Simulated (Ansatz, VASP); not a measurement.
# MgO in VASP and in Ansatz

INCAR

```
PREC = Accurate
ENCUT = 520
EDIFF = 1E-6
ISMEAR = -1
SIGMA = 0.05
LREAL = F
LASPH = T
NELM = 60
ALGO = Normal
ISIF = 2
LWAVE = F
LCHARG = F
GGA = PE
NBANDS = 11
```

KPOINTS

```
Automatic mesh
0
Gamma
  10 10 10
```

POSCAR

```
MgO
1.0
    2.9380209034      0.0000000000      0.0000000000
   -1.4690104517      2.5444007392      0.0000000000
    0.0000000000      0.0000000000      2.6796800000
Mg O
1 1
Direct
    0.0089360000      0.0030280000      0.0028050000
    0.3401990000      0.6577370000      0.5028030000
```

input.yaml

```yaml
crystal:
  lattice:
    - [2.9380209034, 0.0, 0.0]
    - [-1.4690104517, 2.5444007392, 0.0]
    - [0.0, 0.0, 2.67968]
  atoms:
    - { symbol: Mg, position: [0.008936, 0.003028, 0.002805] }
    - { symbol: O, position: [0.340199, 0.657737, 0.502803] }
kpoints:
  mp_grid: { grid: [10, 10, 10] }
scf:
  occupations: { method: fermi_dirac, width: 0.05 }
hamiltonian:
  xc: pbe
  pseudopotentials: { kind: all_electron, lapw: { basis_error: 0.001 } }
output:
  forces: true
  stress: true
  eigenvalues: true
  populations: true
```

Change from the starting cell: atoms moved at random, drawn with an rms of 0.05 Å.

Alike in both runs: task single point; functional PBE; k mesh 10 × 10 × 10; occupations fermi-dirac, width 0.05 eV; no spin polarisation.

|  | VASP | Ansatz |
| --- | --- | --- |
| version | VASP 6.6.1 | Ansatz 0.2.0 |
| potentials or method | VASP PAW PBE potentials, release 64 (Mg, O), cutoff 520 eV | all-electron LAPW, scalar-relativistic |

|  | VASP | Ansatz | Ansatz less VASP |
| --- | --- | --- | --- |
| gap on the k mesh at the Fermi level (eV) | 3.00 | 3.02 | +0.013 |
| least direct gap on the mesh (eV) | 3.40 | 3.41 | +0.010 |
| pressure (GPa) | -0.6 | 0.1 | +0.70 |
| rms of the force components (eV/Å) | 0.067 | 0.066 | -0.0006 |

Atom by atom the forces differ by 0.001 eV/Å (rms over components). Ansatz ran all-electron here, and VASP with PAW potentials.
